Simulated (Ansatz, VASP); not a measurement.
BeTe: VASP beside Ansatz

The input POSCAR:

```
BeTe
1.0
    0.0000000000      2.8566308681      2.8566308681
    2.8566308681      0.0000000000      2.8566308681
    2.8566308681      2.8566308681      0.0000000000
Be Te
1 1
Direct
    0.0000000000      0.0000000000      0.0000000000
    0.2500000000      0.2500000000      0.2500000000
```

INCAR.step1

```
PREC = Accurate
ENCUT = 520
ISMEAR = 0
SIGMA = 0.01
LREAL = F
LASPH = T
NELM = 80
NBANDS = 11
GGA = PE
ALGO = Normal
EDIFF = 1E-4
LWAVE = T
LCHARG = F
```

Contents of INCAR.step2:

```
PREC = Accurate
ENCUT = 520
EDIFF = 1E-6
ISMEAR = 0
SIGMA = 0.01
LREAL = F
LASPH = T
NELM = 80
ALGO = Normal
ISIF = 2
LWAVE = F
LCHARG = T
METAGGA = R2SCAN
LMIXTAU = T
LELF = T
LVHAR = T
NBANDS = 11
ISTART = 1
```

File KPOINTS:

```
regular mesh
0
Gamma
  6 6 6
```

Input for Ansatz:

```yaml
crystal:
  lattice:
    - [0.0, 2.8566308681, 2.8566308681]
    - [2.8566308681, 0.0, 2.8566308681]
    - [2.8566308681, 2.8566308681, 0.0]
  atoms:
    - { symbol: Be, position: [0.0, 0.0, 0.0] }
    - { symbol: Te, position: [0.25, 0.25, 0.25] }
kpoints:
  mp_grid: { grid: [6, 6, 6] }
hamiltonian:
  xc: r2scan
scf:
  occupations: { method: fixed }
  n_extra_bands: 4
output:
  forces: true
  stress: true
  eigenvalues: true
```

Alike in both runs: task single point; functional r2SCAN; k mesh 6 × 6 × 6; no spin polarisation.

|  | VASP | Ansatz |
| --- | --- | --- |
| version | VASP 6.6.1 | Ansatz 0.2.0 |
| potentials or method | VASP PAW PBE potentials, release 64 (Be, Te) | plane waves, PAW |
| plane-wave cutoff (eV) | 520 | 500 |
| occupations | gaussian, width 0.01 eV | fixed |
| valence electrons in the cell | 8 | 18 |

|  | VASP | Ansatz | Ansatz less VASP |
| --- | --- | --- | --- |
| gap on the k mesh at the Fermi level (eV) | 2.44 | 2.44 | +0.005 |
| pressure (GPa) | -1.5 | -1.6 | -0.13 |

VASP's potentials were made for PBE, not for r2SCAN. VASP's potentials hold 8 valence electrons a cell and Ansatz's 18, so a difference there can come from the potentials and not from the codes.

Spin-orbit coupling is off throughout.
